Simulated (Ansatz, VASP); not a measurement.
**One calculation of BaS, two programs**

The input INCAR:

```
SYSTEM = BaS
PREC = Accurate
ENCUT = 520
EDIFF = 1E-8
ISMEAR = -1
SIGMA = 0.01
LREAL = .FALSE.
LASPH = .TRUE.
NELM = 60
ALGO = Normal
ISIF = 2
LWAVE = .FALSE.
LCHARG = .FALSE.
LEFG = .TRUE.
NBANDS = 15
```

KPOINTS

```
Automatic mesh
0
G
  7 7 7
  0 0 0
```

File POSCAR:

```
BaS
1.0
    0.0319375000      3.2097187500      3.2097187500
    3.2097187500      0.0319375000      3.2097187500
    3.2097187500      3.2097187500      0.0319375000
Ba S
1 1
Direct
    0.0000000000      0.0000000000      0.0000000000
    0.5000000000      0.5000000000      0.5000000000
```

Input for Ansatz:

```yaml
crystal:
  lattice:
    - [0.0319375, 3.20971875, 3.20971875]
    - [3.20971875, 0.0319375, 3.20971875]
    - [3.20971875, 3.20971875, 0.0319375]
  atoms:
    - { symbol: Ba, position: [0.0, 0.0, 0.0] }
    - { symbol: S, position: [0.5, 0.5, 0.5] }
kpoints:
  mp_grid: { grid: [7, 7, 7] }
scf:
  occupations: { method: fermi_dirac, width: 0.01 }
hamiltonian:
  xc: lda
  pseudopotentials: { kind: all_electron, datasets: crystal }
output:
  forces: true
  stress: true
  eigenvalues: true
  efg: { contact_densities: true }
```

Change from the starting cell: equal xy, yz and zx shear strains of +1 %, crystal datasets.

Alike in both runs: task electric field gradients; functional LDA; k mesh 7 × 7 × 7; occupations fermi-dirac, width 0.01 eV; no spin polarisation.

|  | VASP | Ansatz |
| --- | --- | --- |
| version | VASP 6.6.1 | Ansatz 0.2.0 |
| potentials or method | VASP PAW LDA potentials, release 64 (Ba_sv, S), cutoff 520 eV | all-electron PAW with datasets made for the crystal, scalar-relativistic |

```csv
,VASP,Ansatz,Ansatz less VASP
gap on the k mesh at the Fermi level (eV),1.95,2.05,+0.103
pressure (GPa),-1.8,-2.5,-0.63
"traceless stress, the component that is largest in VASP (GPa)",-0.20,-0.20,-0.001
size of Vzz on the site where it differs most (V/Å²),7.0,7.0,+0.03
```

LDA's correlation is that of Perdew and Zunger in VASP and of Perdew and Wang (1992) in Ansatz. Ansatz ran all-electron here, and VASP with PAW potentials.

Spin-orbit coupling is off throughout.
